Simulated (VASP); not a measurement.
Ta2AlN2, 5 atoms in the cell. The structure is hexagonal, space group P6/mmm (No. 191). The conventional cell has a = 4.724 Å, b = 4.724 Å, c = 3.992 Å, α = 90.00°, β = 90.00°, γ = 120.00°. Within 2.6 Å of Ta (site symmetry -6m2) lie 2 N at 2.00 Å. Al (site symmetry 6/mmm) has 6 N at 2.73 Å and 12 Ta at 3.38 Å within 3.6 Å. Within 2.6 Å of N (site symmetry -6m2) lie 2 Ta at 2.00 Å. The cell was built from a structure type or drawn by symmetry, and may not be a known phase.

```yaml
Program: VASP 6.6.1
Task: relaxation of cell and atoms
Functional: PBE
Potentials_or_basis: VASP PAW PBE potentials, release 64 (Ta_pv, Al, N)
Cutoff: 600 eV
k_mesh: 12 × 12 × 10
Occupations: gaussian, width 0.1 eV
Spin: no spin polarisation
Dipole_correction: no
Further_INCAR_settings: ALGO = Normal; EDIFF = 1e-07; IBRION = 2; EDIFFG = -0.01; NSW = 100; ISIF = 3
```

Potentials or basis: VASP PAW PBE potentials, release 64 (Ta_pv, Al, N).

Run with:

```bash
$ cat potpaw_PBE.64/Ta_pv/POTCAR potpaw_PBE.64/Al/POTCAR potpaw_PBE.64/N/POTCAR > POTCAR
$ mpirun -np 1 vasp_std > vasp.out
```

Hardware: 1 thread of AMD EPYC 9R45 96-Core Processor (Zen 5) (shared host).

**Question.** How long does it take, and how much memory?

**Answer.** It took 4.9 min on 1 thread of AMD EPYC 9R45 96-Core Processor (Zen 5), on a shared host, peak memory 0.36 GiB. Counts: scf iterations 43, k points 114, ion steps 4.
